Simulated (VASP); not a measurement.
Here is a VASP 6.6.1 calculation.

File INCAR:

```
SYSTEM = NaF
ALGO = Normal
EDIFF = 1E-6
ENCUT = 600
GGA = PE
GGA_COMPAT = .FALSE.
ISIF = 2
ISMEAR = 0
LASPH = .TRUE.
LCHARG = .FALSE.
LREAL = .FALSE.
LWAVE = .FALSE.
NBANDS = 14
NELM = 120
PREC = Accurate
SIGMA = 0.01
```

File KPOINTS:

```
k-points
0
G
  3 3 3
  0 0 0
```

Contents of POSCAR:

```
NaF
1.0
    0.0000000000      2.2334563300      2.2334563300
    2.2334563300      0.0000000000      2.2334563300
    2.2334563300      2.2334563300      0.0000000000
Na F
1 1
Direct
    0.0000000000      0.0000000000      0.0000000000
    0.5000000000      0.5000000000      0.5000000000
```

Potentials or basis: VASP PAW PBE potentials, release 64 (Na_pv, F).

Command:

```console
$ cat potpaw_PBE.64/Na_pv/POTCAR potpaw_PBE.64/F/POTCAR > POTCAR
$ mpirun -np 1 vasp_std > vasp.out
```

(1) Predict the pressure.

(2) What does it give for the band gap on the k mesh?

Results:

(1) 9.7 GPa.

(2) 6.93 eV.

Caveat: the k points lie up to 0.81 Å⁻¹ apart.
